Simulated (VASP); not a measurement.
# NaCa2 (P6/mmm) in VASP: single point with PBE

Aim: the single point of NaCa2 with PBE.

Everything below comes from runs of VASP 6.6.1. Logs are shortened: lines on timing, memory, paths and dates and some standing lists are left out, and cuts for length are marked.

**1. The cell of the first run**

It takes space group P6/mmm (No. 191, hexagonal). The conventional cell has a = 6.297 Å, b = 6.297 Å, c = 3.662 Å, α = 90.00°, β = 90.00°, γ = 120.00°. Na (site symmetry 6/mmm) has 2 Na at 3.66 Å and 12 Ca at 4.07 Å within 4.8 Å. Ca (site symmetry -6m2) has 5 Ca at 3.64 to 3.66 Å and 6 Na at 4.07 Å within 4.8 Å.

**2. Single point, PBE**

INCAR reads:

```
SYSTEM = NaCa2
PREC = Accurate
ENCUT = 520
EDIFF = 1E-7
ISMEAR = 0
SIGMA = 0.1
LREAL = .False.
LASPH = .True.
NELM = 100
ALGO = Fast
ISIF = 2
LWAVE = .False.
LCHARG = .False.
GGA = PE
NBANDS = 20
```

KPOINTS reads:

```
regular mesh
0
Gamma
  12 12 12
  0 0 0
```

POSCAR reads:

```
NaCa2
1.0
    6.2965612328      0.0000000000      0.0000000000
   -3.1482806164      5.4529819841      0.0000000000
    0.0000000000      0.0000000000      3.6619076180
Na Ca
1 2
Direct
    0.0000000000      0.0000000000      0.0000000000
    0.3333333333      0.6666666667      0.5000000000
    0.6666666667      0.3333333333      0.5000000000
```

Potentials or basis: VASP PAW PBE potentials, release 64 (Na_pv, Ca_sv).

Launch:

```sh
> cat potpaw_PBE.64/Na_pv/POTCAR potpaw_PBE.64/Ca_sv/POTCAR > POTCAR
> mpirun -np 1 vasp_std > vasp.out
```

OUTCAR:

```text
SYSTEM = NaCa2
   PREC = Accurate
   ENCUT = 520
   EDIFF = 1E-7
   ISMEAR = 0
   LREAL = .False.
   LASPH = .True.
   NELM = 100
   ISIF = 2
   GGA = PE

 ion  position               nearest neighbor table
   1  0.000  0.000  0.000-
   2  0.333  0.667  0.500-
   3  0.667  0.333  0.500-

  LATTYP: Found a hexagonal cell.
 ALAT       =     6.2965612328
 C/A-ratio  =     0.5815726208

  Lattice vectors:

 A1 = (   6.2965612328,   0.0000000000,   0.0000000000)
 A2 = (  -3.1482806164,   5.4529819841,   0.0000000000)
 A3 = (   0.0000000000,   0.0000000000,   3.6619076180)

Analysis of symmetry for initial positions (statically):
=====================================================================
 Subroutine PRICEL returns:
 Original cell was already a primitive cell.

 Routine SETGRP: Setting up the symmetry group for a
 hexagonal supercell.

 Subroutine GETGRP returns: Found 24 space group operations
 (whereof 24 operations were pure point group operations)
 out of a pool of 24 trial point group operations.

The static configuration has the point symmetry D_6h.

Analysis of symmetry for dynamics (positions and initial velocities):
=====================================================================
 Subroutine PRICEL returns:
 Original cell was already a primitive cell.

 Routine SETGRP: Setting up the symmetry group for a
 hexagonal supercell.

 Subroutine GETGRP returns: Found 24 space group operations
 (whereof 24 operations were pure point group operations)
 out of a pool of 24 trial point group operations.

The dynamic configuration has the point symmetry D_6h.

 Subroutine INISYM returns: Found 24 space group operations
 (whereof 24 operations are pure point group operations),
 and found     1 'primitive' translations

----------------------------------------------------------------------------------------

                                     Primitive cell

  volume of cell :     125.7317

  direct lattice vectors                    reciprocal lattice vectors
     6.296561233  0.000000000  0.000000000     0.158816847  0.091692949  0.000000000
    -3.148280616  5.452981984  0.000000000     0.000000000  0.183385898  0.000000000
     0.000000000  0.000000000  3.661907618     0.000000000  0.000000000  0.273081712

  length of vectors
     6.296561233  6.296561233  3.661907618     0.183385898  0.183385898  0.273081712

  position of ions in fractional coordinates (direct lattice)
     0.000000000  0.000000000  0.000000000
     0.333333333  0.666666667  0.500000000
     0.666666667  0.333333333  0.500000000

  ion indices of the primitive-cell ions
   primitive index   ion index
                 1           1
                 2           2
                 3           3

----------------------------------------------------------------------------------------

 KPOINTS: regular mesh

Automatic generation of k-mesh.
 Grid dimensions read from file:
 generate k-points for:   12   12   12

 Generating k-lattice:

  Cartesian coordinates                     Fractional coordinates (reciprocal lattice)
     0.013234737  0.007641079  0.000000000     0.083333333  0.000000000  0.000000000
     0.000000000  0.015282158  0.000000000     0.000000000  0.083333333  0.000000000
     0.000000000  0.000000000  0.022756809     0.000000000  0.000000000  0.083333333

  Length of vectors
     0.015282158  0.015282158  0.022756809

  Shift w.r.t. Gamma in fractional coordinates (k-lattice)
     0.000000000  0.000000000  0.000000000

 Subroutine IBZKPT returns following result:
 ===========================================

 Found    133 irreducible k-points:

 Following reciprocal coordinates:
            Coordinates               Weight
  0.000000  0.000000  0.000000      1.000000
  0.083333 -0.000000  0.000000      6.000000
  0.166667  0.000000  0.000000      6.000000
  0.250000 -0.000000  0.000000      6.000000
  0.333333  0.000000  0.000000      6.000000
  0.416667 -0.000000  0.000000      6.000000
[... 16 lines left out ...]
  0.250000 -0.000000  0.083333     12.000000
  0.333333  0.000000  0.083333     12.000000
 [... further k-points ...]
   k-points           NKPTS =    133   k-points in BZ     NKDIM =    133   number of bands    NBANDS=     20
   number of dos      NEDOS =    301   number of ions     NIONS =      3
   total plane-waves  NPLWV =  64512
   dimension x,y,z NGX =    48 NGY =   48 NGZ =   28
   dimension x,y,z NGXF=    96 NGYF=   96 NGZF=   56
   ions per type =               1   2
   NGX,Y,Z   is equivalent  to a cutoff of  12.67, 12.67, 12.71 a.u.
   NGXF,Y,Z  is equivalent  to a cutoff of  25.35, 25.35, 25.42 a.u.
 SYSTEM =  NaCa2
   PREC   = accura    normal or accurate (medium, high low for compatibility)
   ISTART =      0    job   : 0-new  1-cont  2-samecut
   ICHARG =      2    charge: 1-file 2-atom 10-const
   ISPIN  =      1    spin polarized calculation?
   LNONCOLLINEAR =      F non collinear calculations
   LSORBIT =      F    spin-orbit coupling
   LASPH  =      T    aspherical Exc in radial PAW
   ENCUT  =  520.0 eV  38.22 Ry    6.18 a.u.  11.71 11.71  6.81*2*pi/ulx,y,z
   NELM   =    100;   NELMIN=  2; NELMDL= -5     # of ELM steps
   EDIFF  = 0.1E-06   stopping-criterion for ELM
   LREAL  =      F    real-space projection
   EDIFFG = 0.1E-05   stopping-criterion for IOM
   NSW    =      0    number of steps for IOM
   IBRION =     -1    ionic relax: 0-MD 1-quasi-New 2-CG
   NFREE  =      0    steps in history (QN), initial steepest desc. (CG)
   ISIF   =      2    stress and relaxation
   ISYM   =      2    0-nonsym 1-usesym 2-fastsym
   POTIM  = 0.5000    time-step for ionic-motion
   TEBEG  =    0.0;   TEEND  =   0.0 temperature during run
   PSTRESS=    0.0 pullay stress
   NELECT =      27.0000    total number of electrons
   NUPDOWN=      -1.0000    fix difference up-down
   EMIN   =  10.00;   EMAX   =-10.00  energy-range for DOS
   EFERMI =   0.00;   METHOD = LEGACY
   ISMEAR =     0;   SIGMA  =   0.10  broadening in eV -4-tet -1-fermi 0-gaus
   EFERMI_NEDOS =   21; number of points for ismear=-14 and -15
   IALGO  =     68    algorithm
   IMIX   =      4    mixing-type and parameters
     AMIX     =   0.40;   BMIX     =  1.00
     AMIX_MAG =   1.60;   BMIX_MAG =  1.00
  volume/ion in A,a.u.               =      41.91       282.83
  Fermi-wavevector in a.u.,A,eV,Ry     =   0.980350  1.852593 13.076369  0.961086
  Thomas-Fermi vector in A             =   2.111273
   LORBIT       =      0    0 simple, 1 ext, 2 COOP (PROOUT), +10 PAW based schemes
   GGA     = PE    functional components
   LHFCALC =     F    Hartree Fock is set to
   AEXX    =    0.0000 exact exchange contribution
   IVDW    =     0    specifies the selected vdW correction
   LEPSILON=     F    determine dielectric tensor
   LRPA    =     F    only Hartree local field effects (RPA)
 non-spin polarized calculation
 RMM-DIIS sequential band-by-band and
 Gauss-broadening in eV      SIGMA  =   0.10
  energy-cutoff  :      520.00
  volume of cell :      125.73
 maximum number of plane-waves:      3409
 NGX is ok and might be reduce to    48
   NGX = 23   NGY = 23   NGZ = 13

 number of electron      27.0000010 magnetization

 Free energy of the ion-electron system (eV)
  ---------------------------------------------------
  ext. energy  EPLUGINS =         0.00000000
  ---------------------------------------------------
  free energy    TOTEN  =        -4.67867583 eV

  energy without entropy =       -4.66258382  energy(sigma->0) =       -4.67062982

 E-fermi :   1.3352     XC(G=0):  -7.2704

 val. band max:        1.3340911705   @ k =   0.3333   0.1667   0.4167
 cond. band min:       1.3370748104   @ k =   0.4167  -0.0000   0.5000
 fundamental gap:      0.0029836399
 Fermi energy:         1.3352148634

 k-point     1 :       0.0000    0.0000    0.0000
  band No.  band energies     occupation
      1     -41.0653      2.00000
      2     -41.0479      2.00000
      3     -22.9886      2.00000
      4     -22.9774      2.00000
      5     -22.9774      2.00000
      6     -22.1025      2.00000
[... 12 lines left out ...]
     19       4.2443      0.00000
     20       4.2629      0.00000

 k-point     2 :       0.0833   -0.0000    0.0000
  band No.  band energies     occupation
      1     -41.0650      2.00000
      2     -41.0481      2.00000
      3     -22.9886      2.00000
      4     -22.9774      2.00000
      5     -22.9774      2.00000
      6     -22.1030      2.00000
[... 12 lines left out ...]
     19       4.2418      0.00000
     20       4.2687      0.00000

 k-point     3 :       0.1667    0.0000    0.0000
  band No.  band energies     occupation
      1     -41.0642      2.00000
      2     -41.0489      2.00000
      3     -22.9886      2.00000
      4     -22.9774      2.00000
      5     -22.9774      2.00000
      6     -22.1045      2.00000
[... 12 lines left out ...]
     19       4.2495      0.00000
     20       4.3563      0.00000

 k-point     4 :       0.2500   -0.0000    0.0000
  band No.  band energies     occupation
      1     -41.0631      2.00000
      2     -41.0501      2.00000
      3     -22.9886      2.00000
      4     -22.9775      2.00000
      5     -22.9774      2.00000
      6     -22.1063      2.00000
[... 12 lines left out ...]
     19       4.2214      0.00000
     20       4.2959      0.00000

 k-point     5 :       0.3333    0.0000    0.0000
  band No.  band energies     occupation
      1     -41.0616      2.00000
      2     -41.0515      2.00000
      3     -22.9886      2.00000
      4     -22.9775      2.00000
      5     -22.9773      2.00000
      6     -22.1081      2.00000
[... 12 lines left out ...]
     19       4.1296      0.00000
     20       4.2669      0.00000
[... 353 lines left out ...]
      6     -22.1020      2.00000
[... 12 lines left out ...]
     19       4.0286      0.00000
     20       4.0479      0.00000

 k-point    22 :       0.1667    0.0000    0.0833
  band No.  band energies     occupation
      1     -41.0635      2.00000
      2     -41.0482      2.00000
      3     -22.9902      2.00000
      4     -22.9773      2.00000
      5     -22.9772      2.00000
      6     -22.1034      2.00000
[... 12 lines left out ...]
     19       4.0100      0.00000
     20       4.0723      0.00000

 k-point    23 :       0.2500   -0.0000    0.0833
  band No.  band energies     occupation
      1     -41.0624      2.00000
      2     -41.0494      2.00000
      3     -22.9902      2.00000
      4     -22.9773      2.00000
      5     -22.9772      2.00000
      6     -22.1053      2.00000
[... 12 lines left out ...]
     19       3.9850      0.00000
     20       4.1028      0.00000

 k-point    24 :       0.3333    0.0000    0.0833
  band No.  band energies     occupation
      1     -41.0609      2.00000
      2     -41.0509      2.00000
      3     -22.9902      2.00000
      4     -22.9773      2.00000
      5     -22.9772      2.00000
      6     -22.1071      2.00000
[... 12 lines left out ...]
     19       3.9626      0.00000
     20       4.1493      0.00000

 [... further k-points ...]

------------------------ aborting loop because EDIFF is reached ----------------------------------------

  FORCE on cell =-STRESS in cart. coord.  units (eV):
  Direction    XX          YY          ZZ          XY          YZ          ZX
  --------------------------------------------------------------------------------------
  -------------------------------------------------------------------------------------
  Total        0.0005094      0.0005094     -0.0130806      0.0000000      0.0000000     -0.0000000
  in kB        0.0064915      0.0064915     -0.1666840      0.0000000      0.0000000     -0.0000000
  external PRESSURE =      -0.0512336 kB  Pullay stress =       0.0000000 kB

 VOLUME and BASIS-vectors are now :
 -----------------------------------------------------------------------------
  energy-cutoff  :      520.00
  volume of cell :      125.73
      direct lattice vectors                 reciprocal lattice vectors
     6.296561233  0.000000000  0.000000000     0.158816847  0.091692949  0.000000000
    -3.148280616  5.452981984  0.000000000     0.000000000  0.183385898  0.000000000
     0.000000000  0.000000000  3.661907618     0.000000000  0.000000000  0.273081712

 POSITION                                       TOTAL-FORCE (eV/Angst)
 -----------------------------------------------------------------------------------
      0.00000      0.00000      0.00000        -0.000000      0.000000      0.000000
     -0.00000      3.63532      1.83095        -0.000000      0.000000      0.000000
      3.14828      1.81766      1.83095         0.000000      0.000000     -0.000000
 -----------------------------------------------------------------------------------
    total drift:                               -0.000000      0.000000     -0.000000

  FREE ENERGIE OF THE ION-ELECTRON SYSTEM (eV)
  ---------------------------------------------------
  free  energy   TOTEN  =        -4.6786758251 eV

  energy  without entropy=       -4.6625838188  energy(sigma->0) =       -4.67062982
```

Wall time 17 min (1 thread of Intel Xeon 8259CL, shared host); peak memory 0.47 GiB.

What came out:

* Free energy: -4.6787 eV
* Pressure: 0.0 GPa
* Band gap on the k mesh: zero (an odd number of electrons rules out a gap without spin polarisation)
